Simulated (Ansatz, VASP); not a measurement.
**Si2Mo: VASP beside Ansatz**

```
Si Mo
1.0
     4.57444    0.00000    0.00000
    -2.28722    3.96158    0.00000
     0.00000    0.00000    6.56656
Si Mo
6 3
Direct
  0.13893 0.86107 0.83333
  0.37882 0.18941 0.16667
  0.81059 0.62118 0.50000
  0.81059 0.18941 0.83333
  0.72215 0.86107 0.16667
  0.13893 0.27785 0.50000
  0.48405 0.96810 0.50000
  0.03190 0.51595 0.16667
  0.48405 0.51595 0.83333
```

Change from the starting cell: mode 4 (193.4 1/cm) frozen in, largest displacement -0.200 Å.

Alike in both runs: task single point; functional PBEsol; k mesh 12 × 12 × 6; occupations gaussian, width 0.15 eV; no spin polarisation.

|  | VASP | Ansatz |
| --- | --- | --- |
| version | VASP 6.6.1 | Ansatz 0.2.0 |
| potentials or method | VASP PAW PBE potentials, release 64 (Si, Mo_sv), cutoff 520 eV | scalar-relativistic, plane waves, PAW |
| valence electrons in the cell | 66 | 66 |

|  | VASP | Ansatz | Ansatz less VASP |
| --- | --- | --- | --- |
| gap on the k mesh at the Fermi level (eV) | none | none | - |
| pressure (GPa) | 0.8 | 0.4 | -0.38 |
| traceless stress, the component that is largest in VASP (GPa) | 0.86 | 0.85 | -0.010 |
| rms of the force components (eV/Å) | 0.614 | 0.616 | +0.0020 |

VASP's potentials were made for PBE, not for PBEsol. Atom by atom the forces differ by 0.003 eV/Å (rms over components). A gap of «none» marks a metal or a gap that the smearing closes.
